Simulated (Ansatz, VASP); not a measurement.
**One calculation of Cd, two programs**

The input INCAR:

```
PREC = Accurate
ENCUT = 520
EDIFF = 1E-6
ISMEAR = -1
SIGMA = 0.1
LREAL = F
LASPH = T
NELM = 60
ALGO = Normal
ISIF = 2
LWAVE = F
LCHARG = T
GGA = B5
ALDAX = 1.0
AGGAX = 1.0
AGGAC = 1.0
ALDAC = 0.0
LELF = T
LVHAR = T
NBANDS = 19
```

KPOINTS

```
regular mesh
0
Gamma
  19 19 8
```

POSCAR

```
Cd
1.0
    3.2165200244      0.0000000000      0.0000000000
   -1.6082600122      2.7855880529      0.0000000000
    0.0000000000      0.0000000000      6.6672285500
Cd
2
Direct
    0.3333333333      0.6666666667      0.2500000000
    0.6666666667      0.3333333333      0.7500000000
```

Input for Ansatz:

```yaml
crystal:
  lattice:
    - [3.2165200225, 0.0, 0.0]
    - [-1.6082600112, 2.7855880513, 0.0]
    - [0.0, 0.0, 6.6672286653]
  atoms:
    - { symbol: Cd, position: [0.3333333333, 0.6666666667, 0.25] }
    - { symbol: Cd, position: [0.6666666667, 0.3333333333, 0.75] }
hamiltonian:
  xc: blyp
  pseudopotentials:
    kind: paw
    azcp:
      Cd: "pseudopotentials/Cd.paw.azcp"
basis:
  ecutwfc: 420
  fft_grid_basis: typed
kpoints:
  mp_grid: { grid: [19, 19, 8], shift: [0, 0, 0] }
magnetization:
  spin_polarized: false
scf:
  occupations: { method: fermi_dirac, width: 0.1 }
output:
  stress: true
```

Alike in both runs: task single point; functional BLYP; k mesh 19 × 19 × 8; occupations fermi-dirac, width 0.1 eV; no spin polarisation.

```csv
,VASP,Ansatz
version,VASP 6.6.1,Ansatz 0.2.0
potentials or method,"VASP PAW PBE potentials, release 64 (Cd), cutoff 520 eV","plane waves (420 eV) with PAW, scalar-relativistic"
valence electrons in the cell,24,40
```

```tsv
	VASP	Ansatz	Ansatz less VASP
pressure (GPa)	-1.2	-1.3	-0.05
traceless stress, the component that is largest in VASP (GPa)	0.51	0.53	+0.021
```

VASP's potentials were made for PBE, not for BLYP. VASP's potentials hold 24 valence electrons a cell and Ansatz's 40, so a difference there can come from the potentials and not from the codes.
